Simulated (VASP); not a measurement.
# Zr (P4/nmm) in VASP: single point with PBEsol+D4

Aim: the single point of Zr with PBEsol+D4.

Everything below comes from runs of VASP 6.6.1. Logs are shortened: lines on timing, memory, paths and dates and some standing lists are left out, and cuts for length are marked.

**1. The cell of the first run**

Symmetry: P4/nmm, No. 129, tetragonal system. The conventional cell has a = 3.605 Å, b = 3.605 Å, c = 7.845 Å, α = 90.00°, β = 90.00°, γ = 90.00°. Zr (site symmetry 4mm) has 8 Zr at 3.60 to 4.47 Å within 4.7 Å.

**2. Single point, PBEsol+D4**

Input file INCAR:

```
  PREC = Accurate
  ENCUT = 520
  EDIFF = 1E-7
  ISMEAR = -1
  SIGMA = 0.1
  LREAL = False
  LASPH = True
  NELM = 80
  ALGO = Normal
  ISIF = 2
  LWAVE = False
  LCHARG = False
  GGA = PS
  IVDW = 13
  NBANDS = 19
```

Input file KPOINTS:

```
regular mesh
0
Gamma
  7 7 3
```

Input file POSCAR:

```
Zr
1.0
    3.6045837400      0.0000000000      0.0000000000
    0.0000000000      3.6045837400      0.0000000000
    0.0000000000      0.0000000000      7.8450805500
Zr
2
Direct
    0.5000000000      0.5000000000      0.2665635500
    0.0000000000      0.0000000000      0.7339377300
```

Potentials or basis: VASP PAW PBE potentials, release 64 (Zr_sv).

The run is started by

```bash
$ cat potpaw_PBE.64/Zr_sv/POTCAR > POTCAR
$ mpirun -np 1 vasp_std > vasp.out
```

OUTCAR:

```text
PREC = Accurate
   ENCUT = 520
   EDIFF = 1E-7
   ISMEAR = -1
   LREAL = False
   LASPH = True
   NELM = 80
   ISIF = 2
   GGA = PS
   IVDW = 13

 ion  position               nearest neighbor table
   1  0.500  0.500  0.267-
   2  0.000  0.000  0.734-

  LATTYP: Found a simple tetragonal cell.
 ALAT       =     3.6045837400
 C/A-ratio  =     2.1764178934

  Lattice vectors:

 A1 = (   3.6045837400,   0.0000000000,   0.0000000000)
 A2 = (   0.0000000000,   3.6045837400,   0.0000000000)
 A3 = (   0.0000000000,   0.0000000000,   7.8450805500)

Analysis of symmetry for initial positions (statically):
=====================================================================
 Subroutine PRICEL returns:
 Original cell was already a primitive cell.

 Routine SETGRP: Setting up the symmetry group for a
 simple tetragonal supercell.

 Subroutine GETGRP returns: Found 16 space group operations
 (whereof  8 operations were pure point group operations)
 out of a pool of 16 trial point group operations.

The static configuration has the point symmetry C_4v.
 The point group associated with its full space group is D_4h.

Analysis of symmetry for dynamics (positions and initial velocities):
=====================================================================
 Subroutine PRICEL returns:
 Original cell was already a primitive cell.

 Routine SETGRP: Setting up the symmetry group for a
 simple tetragonal supercell.

 Subroutine GETGRP returns: Found 16 space group operations
 (whereof  8 operations were pure point group operations)
 out of a pool of 16 trial point group operations.

The dynamic configuration has the point symmetry C_4v.
 The point group associated with its full space group is D_4h.

 Subroutine INISYM returns: Found 16 space group operations
 (whereof  8 operations are pure point group operations),
 and found     1 'primitive' translations

----------------------------------------------------------------------------------------

                                     Primitive cell

  volume of cell :     101.9313

  direct lattice vectors                    reciprocal lattice vectors
     3.604583740  0.000000000  0.000000000     0.277424544  0.000000000  0.000000000
     0.000000000  3.604583740  0.000000000     0.000000000  0.277424544  0.000000000
     0.000000000  0.000000000  7.845080550     0.000000000  0.000000000  0.127468417

  length of vectors
     3.604583740  3.604583740  7.845080550     0.277424544  0.277424544  0.127468417

  position of ions in fractional coordinates (direct lattice)
     0.500000000  0.500000000  0.266563550
     0.000000000  0.000000000  0.733937730

  ion indices of the primitive-cell ions
   primitive index   ion index
                 1           1
                 2           2

----------------------------------------------------------------------------------------

 KPOINTS: regular mesh

Automatic generation of k-mesh.
 Grid dimensions read from file:
 generate k-points for:    7    7    3

 Generating k-lattice:

  Cartesian coordinates                     Fractional coordinates (reciprocal lattice)
     0.039632078  0.000000000  0.000000000     0.142857143  0.000000000  0.000000000
     0.000000000  0.039632078  0.000000000     0.000000000  0.142857143  0.000000000
     0.000000000  0.000000000  0.042489472     0.000000000  0.000000000  0.333333333

  Length of vectors
     0.039632078  0.039632078  0.042489472

  Shift w.r.t. Gamma in fractional coordinates (k-lattice)
     0.000000000  0.000000000  0.000000000

 Subroutine IBZKPT returns following result:
 ===========================================

 Found     20 irreducible k-points:

 Following reciprocal coordinates:
            Coordinates               Weight
  0.000000  0.000000  0.000000      1.000000
  0.142857  0.000000  0.000000      4.000000
  0.285714  0.000000  0.000000      4.000000
  0.428571  0.000000  0.000000      4.000000
  0.142857  0.142857  0.000000      4.000000
  0.285714  0.142857  0.000000      8.000000
[... 12 lines left out ...]
  0.428571  0.285714  0.333333     16.000000
  0.428571  0.428571  0.333333      8.000000
   k-points           NKPTS =     20   k-points in BZ     NKDIM =     20   number of bands    NBANDS=     19
   number of dos      NEDOS =    301   number of ions     NIONS =      2
   total plane-waves  NPLWV =  47040
   dimension x,y,z NGX =    28 NGY =   28 NGZ =   60
   dimension x,y,z NGXF=    56 NGYF=   56 NGZF=  120
   ions per type =               2
   NGX,Y,Z   is equivalent  to a cutoff of  12.91, 12.91, 12.71 a.u.
   NGXF,Y,Z  is equivalent  to a cutoff of  25.83, 25.83, 25.43 a.u.
 SYSTEM =  unknown system
   PREC   = accura    normal or accurate (medium, high low for compatibility)
   ISTART =      0    job   : 0-new  1-cont  2-samecut
   ICHARG =      2    charge: 1-file 2-atom 10-const
   ISPIN  =      1    spin polarized calculation?
   LNONCOLLINEAR =      F non collinear calculations
   LSORBIT =      F    spin-orbit coupling
   LASPH  =      T    aspherical Exc in radial PAW
   ENCUT  =  520.0 eV  38.22 Ry    6.18 a.u.   6.70  6.70 14.59*2*pi/ulx,y,z
   NELM   =     80;   NELMIN=  2; NELMDL= -5     # of ELM steps
   EDIFF  = 0.1E-06   stopping-criterion for ELM
   LREAL  =      F    real-space projection
   EDIFFG = 0.1E-05   stopping-criterion for IOM
   NSW    =      0    number of steps for IOM
   IBRION =     -1    ionic relax: 0-MD 1-quasi-New 2-CG
   NFREE  =      0    steps in history (QN), initial steepest desc. (CG)
   ISIF   =      2    stress and relaxation
   ISYM   =      2    0-nonsym 1-usesym 2-fastsym
   POTIM  = 0.5000    time-step for ionic-motion
   TEBEG  =    0.0;   TEEND  =   0.0 temperature during run
   PSTRESS=    0.0 pullay stress
   NELECT =      24.0000    total number of electrons
   NUPDOWN=      -1.0000    fix difference up-down
   EMIN   =  10.00;   EMAX   =-10.00  energy-range for DOS
   EFERMI =   0.00;   METHOD = LEGACY
   ISMEAR =    -1;   SIGMA  =   0.10  broadening in eV -4-tet -1-fermi 0-gaus
   EFERMI_NEDOS =   21; number of points for ismear=-14 and -15
   IALGO  =     38    algorithm
   IMIX   =      4    mixing-type and parameters
     AMIX     =   0.40;   BMIX     =  1.00
     AMIX_MAG =   1.60;   BMIX_MAG =  1.00
  volume/ion in A,a.u.               =      50.97       343.93
  Fermi-wavevector in a.u.,A,eV,Ry     =   1.010903  1.910329 13.904124  1.021924
  Thomas-Fermi vector in A             =   2.143920
   LORBIT       =      0    0 simple, 1 ext, 2 COOP (PROOUT), +10 PAW based schemes
   GGA     = PS    functional components
   LHFCALC =     F    Hartree Fock is set to
   AEXX    =    0.0000 exact exchange contribution
   IVDW    =    13    specifies the selected vdW correction
   LEPSILON=     F    determine dielectric tensor
   LRPA    =     F    only Hartree local field effects (RPA)
 non-spin polarized calculation
  energy-cutoff  :      520.00
  volume of cell :      101.93
 maximum number of plane-waves:      2774
 NGX is ok and might be reduce to    28
   NGX = 13   NGY = 13   NGZ = 29

 number of electron      24.0000000 magnetization

 Free energy of the ion-electron system (eV)
  ---------------------------------------------------
  ext. energy  EPLUGINS =         0.00000000
  ---------------------------------------------------
  free energy    TOTEN  =       -12.36736268 eV

  energy without entropy =      -12.10668470  energy(sigma->0) =      -12.23702369

 E-fermi :   2.3291     XC(G=0):  -7.9931

 val. band max:        2.3196703796   @ k =   0.2857   0.0000   0.3333
 cond. band min:       2.3344433970   @ k =   0.4286   0.4286   0.3333
 fundamental gap:      0.0147730175
 Fermi energy:         2.3290503186

 k-point     1 :       0.0000    0.0000    0.0000
  band No.  band energies     occupation
      1     -47.6583      2.00000
      2     -47.6575      2.00000
      3     -25.7289      2.00000
      4     -25.7100      2.00000
      5     -25.4675      2.00000
      6     -25.4675      2.00000
[... 11 lines left out ...]
     18       4.3178      0.00000
     19       4.3282      0.00000

 k-point     2 :       0.1429    0.0000    0.0000
  band No.  band energies     occupation
      1     -47.6565      2.00000
      2     -47.6557      2.00000
      3     -25.7254      2.00000
      4     -25.7084      2.00000
      5     -25.4949      2.00000
      6     -25.4924      2.00000
[... 11 lines left out ...]
     18       4.3273      0.00000
     19       4.5137      0.00000

 k-point     3 :       0.2857    0.0000    0.0000
  band No.  band energies     occupation
      1     -47.6524      2.00000
      2     -47.6519      2.00000
      3     -25.7172      2.00000
      4     -25.7054      2.00000
      5     -25.5557      2.00000
      6     -25.5541      2.00000
[... 11 lines left out ...]
     18       4.0830      0.00000
     19       4.2631      0.00000

 k-point     4 :       0.4286    0.0000    0.0000
  band No.  band energies     occupation
      1     -47.6490      2.00000
      2     -47.6488      2.00000
      3     -25.7089      2.00000
      4     -25.7047      2.00000
      5     -25.6037      2.00000
      6     -25.6032      2.00000
[... 11 lines left out ...]
     18       4.1603      0.00000
     19       4.4053      0.00000

 k-point     5 :       0.1429    0.1429    0.0000
  band No.  band energies     occupation
      1     -47.6547      2.00000
      2     -47.6540      2.00000
      3     -25.7221      2.00000
      4     -25.7068      2.00000
      5     -25.4926      2.00000
      6     -25.4923      2.00000
[... 11 lines left out ...]
     18       4.2429      0.00000
     19       4.2743      0.00000

 k-point     6 :       0.2857    0.1429    0.0000
  band No.  band energies     occupation
      1     -47.6506      2.00000
      2     -47.6501      2.00000
      3     -25.7141      2.00000
      4     -25.7035      2.00000
      5     -25.5530      2.00000
      6     -25.5516      2.00000
[... 11 lines left out ...]
     18       3.8169      0.00000
     19       4.0271      0.00000

 k-point     7 :       0.4286    0.1429    0.0000
  band No.  band energies     occupation
      1     -47.6473      2.00000
      2     -47.6471      2.00000
      3     -25.7062      2.00000
      4     -25.7025      2.00000
      5     -25.6009      2.00000
      6     -25.6004      2.00000
[... 11 lines left out ...]
     18       3.9525      0.00000
     19       4.4593      0.00000

 k-point     8 :       0.2857    0.2857    0.0000
  band No.  band energies     occupation
      1     -47.6466      2.00000
      2     -47.6463      2.00000
      3     -25.7070      2.00000
      4     -25.6996      2.00000
      5     -25.5484      2.00000
      6     -25.5476      2.00000
[... 168 lines left out ...]
 k-point    16 :       0.2857    0.1429    0.3333
  band No.  band energies     occupation
      1     -47.6506      2.00000
      2     -47.6502      2.00000
      3     -25.7124      2.00000
      4     -25.7053      2.00000
      5     -25.5528      2.00000
      6     -25.5517      2.00000
[... 11 lines left out ...]
     18       3.8458      0.00000
     19       3.9722      0.00000

 k-point    17 :       0.4286    0.1429    0.3333
  band No.  band energies     occupation
      1     -47.6473      2.00000
      2     -47.6471      2.00000
      3     -25.7057      2.00000
      4     -25.7032      2.00000
      5     -25.6007      2.00000
      6     -25.6004      2.00000
[... 11 lines left out ...]
     18       3.9097      0.00000
     19       4.4526      0.00000

 k-point    18 :       0.2857    0.2857    0.3333
  band No.  band energies     occupation
      1     -47.6466      2.00000
      2     -47.6463      2.00000
      3     -25.7058      2.00000
      4     -25.7009      2.00000
      5     -25.5481      2.00000
      6     -25.5470      2.00000
[... 11 lines left out ...]
     18       3.5918      0.00001
     19       3.7718      0.00000

 k-point    19 :       0.4286    0.2857    0.3333
  band No.  band energies     occupation
      1     -47.6433      2.00000
      2     -47.6432      2.00000
      3     -25.6998      2.00000
      4     -25.6980      2.00000
      5     -25.5945      2.00000
      6     -25.5942      2.00000
[... 11 lines left out ...]
     18       3.8246      0.00000
     19       4.6760      0.00000

 k-point    20 :       0.4286    0.4286    0.3333
  band No.  band energies     occupation
      1     -47.6401      2.00000
      2     -47.6401      2.00000
      3     -25.6948      2.00000
      4     -25.6941      2.00000
      5     -25.5911      2.00000
      6     -25.5909      2.00000
[... 11 lines left out ...]
     18       4.8912      0.00000
     19       4.8927      0.00000

------------------------ aborting loop because EDIFF is reached ----------------------------------------

  DFT-D4 for vdW energy calculation

  Edisp (eV):   -0.31579

  FORCE on cell =-STRESS in cart. coord.  units (eV):
  Direction    XX          YY          ZZ          XY          YZ          ZX
  --------------------------------------------------------------------------------------
  -------------------------------------------------------------------------------------
  Total      -6.64892    -6.64892    -8.11502     0.00000     0.00000     0.00000
  in kB    -104.50903  -104.50903  -127.55359     0.00000     0.00000     0.00000
  external pressure =     -112.19 kB  Pullay stress =        0.00 kB

 VOLUME and BASIS-vectors are now :
 -----------------------------------------------------------------------------
  energy-cutoff  :      520.00
  volume of cell :      101.93
      direct lattice vectors                 reciprocal lattice vectors
     3.604583740  0.000000000  0.000000000     0.277424544  0.000000000  0.000000000
     0.000000000  3.604583740  0.000000000     0.000000000  0.277424544  0.000000000
     0.000000000  0.000000000  7.845080550     0.000000000  0.000000000  0.127468417

 POSITION                                       TOTAL-FORCE (eV/Angst)
 -----------------------------------------------------------------------------------
      1.80229      1.80229      2.09121         0.000000      0.000000      0.281988
      0.00000      0.00000      5.75780         0.000000      0.000000     -0.281988
 -----------------------------------------------------------------------------------
    total drift:                                0.000000     -0.000000      0.000000

  FREE ENERGIE OF THE ION-ELECTRON SYSTEM (eV)
  ---------------------------------------------------
  free  energy   TOTEN  =       -12.6831532041 eV

  energy  without entropy=      -12.4224752277  energy(sigma->0) =      -12.55281422
```

Wall time 46 s (1 thread of AMD EPYC 7R13, shared host); peak memory 0.17 GiB.

Results:

```yaml
Free_energy: -12.6832 eV
Pressure: -11.2 GPa
Largest_force: 0.282 eV/Å
Band_gap_on_the_k_mesh: zero (bands 12 and 13 overlap by 0.62 eV)
Dispersion_energy_per_atom: -0.158 eV
```

Forces on the atoms (eV/Å):
```
Zr   0.000  0.000  0.282
Zr   0.000  0.000 -0.282
```

Stress tensor (GPa, compression positive):
```
-10.45   0.00   0.00
  0.00 -10.45   0.00
  0.00   0.00 -12.76
```

Levels at points of the mesh, in eV from the Fermi level:
| k point | band 8 | band 9 | band 10 | band 11 | band 12 | band 13 | band 14 | band 15 | band 16 | band 17 |
| --- | --- | --- | --- | --- | --- | --- | --- | --- | --- | --- |
| (0.00, 0.00, 0.00) | -27.79 | -3.61 | -2.13 | -0.69 | -0.47 | -0.22 | 0.04 | 1.46 | 1.46 | 1.99 |

Caveat: the cell stands under tension; the PAW data sets were made with another functional, which shifts forces and pressure a little.
